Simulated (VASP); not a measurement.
# MgO (Fm-3m) in VASP: notebook

Runs on MgO. Level: PBEsol. Tasks: relaxation of cell and atoms.

Everything below comes from runs of VASP 6.6.1. Logs are shortened: lines on timing, memory, paths and dates and some standing lists are left out, and cuts for length are marked.

## (1) The cell of the first run

It takes space group Fm-3m (No. 225, cubic). Conventional cell: a = 4.194 Å, b = 4.194 Å, c = 4.194 Å, α = 90.00°, β = 90.00°, γ = 90.00°. Mg (site symmetry m-3m) has 6 O at 2.10 Å within 2.8 Å. Within 2.8 Å of O (site symmetry m-3m) lie 6 Mg at 2.10 Å.

## (2) Relaxation of cell and atoms, PBEsol

Contents of INCAR:

```
SYSTEM = MgO
ALGO = Normal
EDIFF = 1E-6
EDIFFG = -0.01
ENCUT = 600
GGA = PS
IBRION = 2
ISIF = 3
ISMEAR = -1
LASPH = .TRUE.
LCHARG = .FALSE.
LREAL = .FALSE.
LWAVE = .FALSE.
NELM = 100
NSW = 60
PREC = Accurate
SIGMA = 0.05
```

Contents of KPOINTS:

```
k-points
0
G
  11 11 11
  0 0 0
```

Contents of POSCAR:

```
MgO
1.0
    0.0000000000      2.0970013927      2.0970013927
    2.0970013927      0.0000000000      2.0970013927
    2.0970013927      2.0970013927      0.0000000000
Mg O
1 1
Direct
    0.0000000000      0.0000000000      0.0000000000
    0.5000000000      0.5000000000      0.5000000000
```

Potentials or basis: VASP PAW PBE potentials, release 64 (Mg, O).

The run is started by

```sh
cat potpaw_PBE.64/Mg/POTCAR potpaw_PBE.64/O/POTCAR > POTCAR
mpirun -np 1 vasp_std > vasp.out
```

OUTCAR:

```text
SYSTEM = MgO
   EDIFF = 1E-6
   EDIFFG = -0.01
   ENCUT = 600
   GGA = PS
   IBRION = 2
   ISIF = 3
   ISMEAR = -1
   LASPH = .TRUE.
   LREAL = .FALSE.
   NELM = 100
   NSW = 60
   PREC = Accurate

 ion  position               nearest neighbor table
   1  0.000  0.000  0.000-   2 2.10   2 2.10   2 2.10   2 2.10   2 2.10   2 2.10
   2  0.500  0.500  0.500-   1 2.10   1 2.10   1 2.10   1 2.10   1 2.10   1 2.10

  LATTYP: Found a face centered cubic cell.
 ALAT       =     4.1940027854

  Lattice vectors:

 A1 = (   0.0000000000,   2.0970013927,   2.0970013927)
 A2 = (   2.0970013927,   0.0000000000,   2.0970013927)
 A3 = (   2.0970013927,   2.0970013927,   0.0000000000)

Analysis of symmetry for initial positions (statically):
=====================================================================
 Subroutine PRICEL returns:
 Original cell was already a primitive cell.

 Routine SETGRP: Setting up the symmetry group for a
 face centered cubic supercell.

 Subroutine GETGRP returns: Found 48 space group operations
 (whereof 48 operations were pure point group operations)
 out of a pool of 48 trial point group operations.

The static configuration has the point symmetry O_h .

Analysis of symmetry for dynamics (positions and initial velocities):
=====================================================================
 Subroutine PRICEL returns:
 Original cell was already a primitive cell.

 Routine SETGRP: Setting up the symmetry group for a
 face centered cubic supercell.

 Subroutine GETGRP returns: Found 48 space group operations
 (whereof 48 operations were pure point group operations)
 out of a pool of 48 trial point group operations.

The dynamic configuration has the point symmetry O_h .

 Subroutine INISYM returns: Found 48 space group operations
 (whereof 48 operations are pure point group operations),
 and found     1 'primitive' translations

----------------------------------------------------------------------------------------

                                     Primitive cell

  volume of cell :      18.4428

  direct lattice vectors                    reciprocal lattice vectors
     0.000000000  2.097001393  2.097001393    -0.238435702  0.238435702  0.238435702
     2.097001393  0.000000000  2.097001393     0.238435702 -0.238435702  0.238435702
     2.097001393  2.097001393  0.000000000     0.238435702  0.238435702 -0.238435702

  length of vectors
     2.965607810  2.965607810  2.965607810     0.412982751  0.412982751  0.412982751

  position of ions in fractional coordinates (direct lattice)
     0.000000000  0.000000000  0.000000000
     0.500000000  0.500000000  0.500000000

  ion indices of the primitive-cell ions
   primitive index   ion index
                 1           1
                 2           2

----------------------------------------------------------------------------------------

 KPOINTS: k-points

Automatic generation of k-mesh.
 Grid dimensions read from file:
 generate k-points for:   11   11   11

 Generating k-lattice:

  Cartesian coordinates                     Fractional coordinates (reciprocal lattice)
    -0.021675973  0.021675973  0.021675973     0.090909091  0.000000000  0.000000000
     0.021675973 -0.021675973  0.021675973     0.000000000  0.090909091  0.000000000
     0.021675973  0.021675973 -0.021675973     0.000000000  0.000000000  0.090909091

  Length of vectors
     0.037543886  0.037543886  0.037543886

  Shift w.r.t. Gamma in fractional coordinates (k-lattice)
     0.000000000  0.000000000  0.000000000

 Subroutine IBZKPT returns following result:
 ===========================================

 Found     56 irreducible k-points:

 Following reciprocal coordinates:
            Coordinates               Weight
  0.000000  0.000000  0.000000      1.000000
  0.090909  0.000000  0.000000      8.000000
  0.181818  0.000000  0.000000      8.000000
  0.272727  0.000000  0.000000      8.000000
  0.363636  0.000000  0.000000      8.000000
  0.454545  0.000000  0.000000      8.000000
[... 16 lines left out ...]
 -0.272727  0.181818  0.000000     24.000000
 -0.181818  0.181818  0.000000     12.000000
 [... further k-points ...]
   k-points           NKPTS =     56   k-points in BZ     NKDIM =     56   number of bands    NBANDS=      8
   number of dos      NEDOS =    301   number of ions     NIONS =      2
   total plane-waves  NPLWV =  13824
   dimension x,y,z NGX =    24 NGY =   24 NGZ =   24
   dimension x,y,z NGXF=    48 NGYF=   48 NGZF=   48
   ions per type =               1   1
   NGX,Y,Z   is equivalent  to a cutoff of  13.45, 13.45, 13.45 a.u.
   NGXF,Y,Z  is equivalent  to a cutoff of  26.91, 26.91, 26.91 a.u.
 SYSTEM =  MgO
   PREC   = accura    normal or accurate (medium, high low for compatibility)
   ISTART =      0    job   : 0-new  1-cont  2-samecut
   ICHARG =      2    charge: 1-file 2-atom 10-const
   ISPIN  =      1    spin polarized calculation?
   LNONCOLLINEAR =      F non collinear calculations
   LSORBIT =      F    spin-orbit coupling
   LASPH  =      T    aspherical Exc in radial PAW
   ENCUT  =  600.0 eV  44.10 Ry    6.64 a.u.   5.92  5.92  5.92*2*pi/ulx,y,z
   NELM   =    100;   NELMIN=  2; NELMDL= -5     # of ELM steps
   EDIFF  = 0.1E-05   stopping-criterion for ELM
   LREAL  =      F    real-space projection
   EDIFFG = -.1E-01   stopping-criterion for IOM
   NSW    =     60    number of steps for IOM
   IBRION =      2    ionic relax: 0-MD 1-quasi-New 2-CG
   NFREE  =      1    steps in history (QN), initial steepest desc. (CG)
   ISIF   =      3    stress and relaxation
   ISYM   =      2    0-nonsym 1-usesym 2-fastsym
   POTIM  = 0.5000    time-step for ionic-motion
   TEBEG  =    0.0;   TEEND  =   0.0 temperature during run
   PSTRESS=    0.0 pullay stress
   NELECT =       8.0000    total number of electrons
   NUPDOWN=      -1.0000    fix difference up-down
   EMIN   =  10.00;   EMAX   =-10.00  energy-range for DOS
   EFERMI =   0.00;   METHOD = LEGACY
   ISMEAR =    -1;   SIGMA  =   0.05  broadening in eV -4-tet -1-fermi 0-gaus
   EFERMI_NEDOS =   21; number of points for ismear=-14 and -15
   IALGO  =     38    algorithm
   IMIX   =      4    mixing-type and parameters
     AMIX     =   0.40;   BMIX     =  1.00
     AMIX_MAG =   1.60;   BMIX_MAG =  1.00
  volume/ion in A,a.u.               =       9.22        62.23
  Fermi-wavevector in a.u.,A,eV,Ry     =   1.239261  2.341864 20.895389  1.535768
  Thomas-Fermi vector in A             =   2.373752
   LORBIT       =      0    0 simple, 1 ext, 2 COOP (PROOUT), +10 PAW based schemes
   GGA     = PS    functional components
   LHFCALC =     F    Hartree Fock is set to
   AEXX    =    0.0000 exact exchange contribution
   IVDW    =     0    specifies the selected vdW correction
   LEPSILON=     F    determine dielectric tensor
   LRPA    =     F    only Hartree local field effects (RPA)
 conjugate gradient relaxation of ions
 non-spin polarized calculation
  energy-cutoff  :      600.00
  volume of cell :       18.44
 maximum number of plane-waves:       626
   NGX = 11   NGY = 11   NGZ = 11

--------------------------------------- Ionic step        1  -------------------------------------------

 number of electron       8.0000004 magnetization

 Free energy of the ion-electron system (eV)
  ---------------------------------------------------
  ext. energy  EPLUGINS =         0.00000000
  ---------------------------------------------------
  free energy    TOTEN  =       -12.51403472 eV

  energy without entropy =      -12.51403472  energy(sigma->0) =      -12.51403472

------------------------ aborting loop because EDIFF is reached ----------------------------------------

  FORCE on cell =-STRESS in cart. coord.  units (eV):
  Direction    XX          YY          ZZ          XY          YZ          ZX
  --------------------------------------------------------------------------------------
  -------------------------------------------------------------------------------------
  Total        0.1870553      0.1870553      0.1870553      0.0000000      0.0000000      0.0000000
  in kB       16.2500379     16.2500379     16.2500379      0.0000000      0.0000000      0.0000000
  external PRESSURE =      16.2500379 kB  Pullay stress =       0.0000000 kB

 VOLUME and BASIS-vectors are now :
 -----------------------------------------------------------------------------
  energy-cutoff  :      600.00
  volume of cell :       18.44
      direct lattice vectors                 reciprocal lattice vectors
     0.000000000  2.097001393  2.097001393    -0.238435702  0.238435702  0.238435702
     2.097001393  0.000000000  2.097001393     0.238435702 -0.238435702  0.238435702
     2.097001393  2.097001393  0.000000000     0.238435702  0.238435702 -0.238435702
[... 37 lines left out ...]
 POSITION                                       TOTAL-FORCE (eV/Angst)
 -----------------------------------------------------------------------------------
      0.00000      0.00000      0.00000         0.000000      0.000000     -0.000000
      2.10646      2.10646      2.10646        -0.000000     -0.000000      0.000000
 -----------------------------------------------------------------------------------
    total drift:                               -0.000000     -0.000000      0.000000

  FREE ENERGIE OF THE ION-ELECTRON SYSTEM (eV)
  ---------------------------------------------------
  free  energy   TOTEN  =       -12.5148536010 eV

  energy  without entropy=      -12.5148536010  energy(sigma->0) =      -12.51485360

--------------------------------------- Ionic step        3  -------------------------------------------

 number of electron       8.0000005 magnetization

 Free energy of the ion-electron system (eV)
  ---------------------------------------------------
  ext. energy  EPLUGINS =         0.00000000
  ---------------------------------------------------
  free energy    TOTEN  =       -12.51496931 eV

  energy without entropy =      -12.51496931  energy(sigma->0) =      -12.51496931

 E-fermi :   4.1535     XC(G=0): -11.3240

 val. band max:        3.0871297863   @ k =   0.0000   0.0000   0.0000
 cond. band min:       7.7508146219   @ k =   0.0000   0.0000   0.0000
 fundamental gap:      4.6636848355
 Fermi energy:         4.1534732377

 k-point     1 :       0.0000    0.0000    0.0000
  band No.  band energies     occupation
      1     -14.1329      2.00000
      2       3.0871      2.00000
      3       3.0871      2.00000
      4       3.0871      2.00000
      5       7.7508      0.00000
      6      18.7374      0.00000
      7      18.7374      0.00000
      8      18.7374      0.00000

 k-point     2 :       0.0909    0.0000    0.0000
  band No.  band energies     occupation
      1     -14.0432      2.00000
      2       2.5260      2.00000
      3       3.0296      2.00000
      4       3.0296      2.00000
      5       8.2878      0.00000
      6      17.6345      0.00000
      7      18.9404      0.00000
      8      18.9404      0.00000
[... 221 lines left out ...]
 k-point    23 :      -0.2727    0.1818    0.0000
  band No.  band energies     occupation
      1     -13.0126      2.00000
      2      -0.4740      2.00000
      3       1.5036      2.00000
      4       2.5159      2.00000
      5      11.8966      0.00000
      6      14.8491      0.00000
      7      17.6644      0.00000
      8      20.3813      0.00000

 k-point    24 :      -0.1818    0.1818    0.0000
  band No.  band energies     occupation
      1     -13.3298      2.00000
      2       0.1852      2.00000
      3       1.9508      2.00000
      4       2.7065      2.00000
      5      11.0575      0.00000
      6      14.9798      0.00000
      7      18.4710      0.00000
      8      20.9562      0.00000

 [... further k-points ...]
[... 5 lines left out ...]
  --------------------------------------------------------------------------------------
  -------------------------------------------------------------------------------------
  Total       -0.0000885     -0.0000885     -0.0000885     -0.0000000      0.0000000     -0.0000000
  in kB       -0.0076151     -0.0076151     -0.0076151     -0.0000000      0.0000000     -0.0000000
  external PRESSURE =      -0.0076151 kB  Pullay stress =       0.0000000 kB

 VOLUME and BASIS-vectors are now :
 -----------------------------------------------------------------------------
  energy-cutoff  :      600.00
  volume of cell :       18.63
      direct lattice vectors                 reciprocal lattice vectors
     0.000000000  2.104000521  2.104000521    -0.237642527  0.237642527  0.237642527
     2.104000521  0.000000000  2.104000521     0.237642527 -0.237642527  0.237642527
     2.104000521  2.104000521  0.000000000     0.237642527  0.237642527 -0.237642527

 POSITION                                       TOTAL-FORCE (eV/Angst)
 -----------------------------------------------------------------------------------
      0.00000      0.00000      0.00000         0.000000      0.000000      0.000000
      2.10400      2.10400      2.10400        -0.000000     -0.000000     -0.000000
 -----------------------------------------------------------------------------------
    total drift:                               -0.000000     -0.000000      0.000000

  FREE ENERGIE OF THE ION-ELECTRON SYSTEM (eV)
  ---------------------------------------------------
  free  energy   TOTEN  =       -12.5149693094 eV

  energy  without entropy=      -12.5149693094  energy(sigma->0) =      -12.51496931

 reached required accuracy - stopping structural energy minimisation
```

Wall time 12 s (1 thread of Intel Xeon Platinum 8559C (Emerald Rapids), shared host); peak memory 0.14 GiB.

Results:

* Free energy: -12.5150 eV
* Relaxed volume: 9.31 Å³/atom
* Relaxed cell: a = 2.976 Å, b = 2.976 Å, c = 2.976 Å, α = 60.00°, β = 60.00°, γ = 60.00°
* Space group after relaxing (to 0.1 Å): Fm-3m (No. 225)
* Energy gained by relaxing: 0.5 meV/atom
* Ionic steps: 3
* Pressure after relaxing: 0.0 GPa
* Band gap on the k mesh: 4.66 eV

Step by step:
```tsv
step	energy change (eV)	largest force (eV/Å)	pressure (GPa)	volume (Å³)
1	0.0000	0.0000	1.63	18.44
2	-0.0008	0.0000	-0.56	18.69
3	-0.0009	0.0000	0.00	18.63
```

Final structure:
```cif
data_structure
_symmetry_space_group_name_H-M 'P 1'
_symmetry_Int_Tables_number 1
_cell_length_a 2.9755
_cell_length_b 2.9755
_cell_length_c 2.9755
_cell_angle_alpha 60.000
_cell_angle_beta 60.000
_cell_angle_gamma 60.000
_cell_volume 18.63
loop_
_atom_site_label
_atom_site_type_symbol
_atom_site_fract_x
_atom_site_fract_y
_atom_site_fract_z
_atom_site_occupancy
Mg1 Mg 0.00000 0.00000 0.00000 1
O1 O 0.50000 0.50000 0.50000 1
```

Levels at points of the mesh, in eV from the valence-band top:
```tsv
k point	band 2	band 3	band 4	band 5	band 6	band 7
(0.00, 0.00, 0.00)	0.00	0.00	0.00	4.66	15.65	15.65
```

Caveat: the PAW data sets were made with another functional, which shifts forces and pressure a little.

## (3) Relaxation of cell and atoms, PBEsol, target pressure 2 GPa, at which the enthalpy is minimised

Contents of INCAR:

```
  ALGO = Normal
  EDIFF = 1E-6
  EDIFFG = -0.01
  ENCUT = 600
  GGA = PS
  IBRION = 2
  ISIF = 3
  ISMEAR = -1
  LASPH = T
  LCHARG = F
  LREAL = F
  LWAVE = F
  NELM = 100
  NSW = 60
  PREC = Accurate
  PSTRESS = 20.0
  SIGMA = 0.05
```

Contents of KPOINTS:

```
k-points
0
Gamma
  11 11 11
```

POSCAR is that of step 2.

Potentials or basis: VASP PAW PBE potentials, release 64 (Mg, O).

The run is started by

```sh
cat potpaw_PBE.64/Mg/POTCAR potpaw_PBE.64/O/POTCAR > POTCAR
mpirun -np 1 vasp_std > vasp.out
```

It took 8.8 s on 1 thread of Intel Xeon Platinum 8559C (Emerald Rapids), shared host; peak memory 0.14 GiB.

The run converged. Its results:

* Free energy: -12.5134 eV
* Relaxed volume: 9.19 Å³/atom
* Relaxed cell: a = 2.963 Å, b = 2.963 Å, c = 2.963 Å, α = 60.00°, β = 60.00°, γ = 60.00°
* Space group after relaxing (to 0.1 Å): Fm-3m (No. 225)
* Energy change on relaxing (the run minimises the enthalpy): +0.3 meV/atom
* Ionic steps: 2
* Pressure after relaxing: 2.2 GPa
* Band gap on the k mesh: 4.79 eV

The path:
| step | energy change (eV) | largest force (eV/Å) | pressure (GPa) | volume (Å³) |
| --- | --- | --- | --- | --- |
| 1 | 0.0000 | 0.0000 | 1.63 | 18.44 |
| 2 | 0.0007 | 0.0000 | 2.16 | 18.39 |

Final structure:
```yaml
crystal:
  lattice:
    - [0.00000, 2.09482, 2.09482]
    - [2.09482, 0.00000, 2.09482]
    - [2.09482, 2.09482, 0.00000]
  atoms:
    - { symbol: Mg, position: [0.00000, 0.00000, 0.00000] }
    - { symbol: O, position: [0.50000, 0.50000, 0.50000] }
```

Levels at points of the mesh, in eV from the valence-band top:
```csv
k point,band 1,band 2,band 3,band 4,band 5,band 6,band 7,band 8
"(0.00, 0.00, 0.00)",-17.29,0.00,0.00,0.00,4.79,15.72,15.72,15.72
```

Caveat: the cell is relaxed towards a set pressure, so the run minimises the enthalpy, not the energy; the PAW data sets were made with another functional, which shifts forces and pressure a little.
